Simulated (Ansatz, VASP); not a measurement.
## One calculation of Ti2Si4W, two programs

```
W Si Ti
1.0
    -3.11194    3.11194    2.55598
     3.11194   -3.11194    2.55598
     3.11194    3.11194   -2.55598
W Si Ti
1 4 2
Direct
  0.00000 0.00000 0.00000
  0.29693 0.29693 0.59387
  0.29693 0.70307 0.00000
  0.70307 0.70307 0.40613
  0.70307 0.29693 0.00000
  0.75000 0.25000 0.50000
  0.25000 0.75000 0.50000
```

Alike in both runs: functional PBE; k mesh 5 × 5 × 5; occupations methfessel-paxton of order 1, width 0.2306 eV; no spin polarisation.

Ansatz relaxed the structure, and its values are those at the end. VASP's run is a single point on that final structure, the one shown.

```csv
,VASP,Ansatz
version,VASP 6.6.1,Ansatz 0.2.0
potentials or method,"VASP PAW PBE potentials, release 64 (W_sv, Si, Ti_sv), cutoff 520 eV",PAW plane waves
valence electrons in the cell,54,54
```

VASP gave:

- gap on the k mesh at the Fermi level (eV): none
- pressure (GPa): -0.1
- rms of the force components (eV/Å): 0.005

Task: Estimate Ansatz's values.

Result: gap on the k mesh at the Fermi level (eV): none; pressure (GPa): 0.0; rms of the force components (eV/Å): 0.001.

A gap of «none» marks a metal or a gap that the smearing closes.

Neither program's run includes spin-orbit coupling.
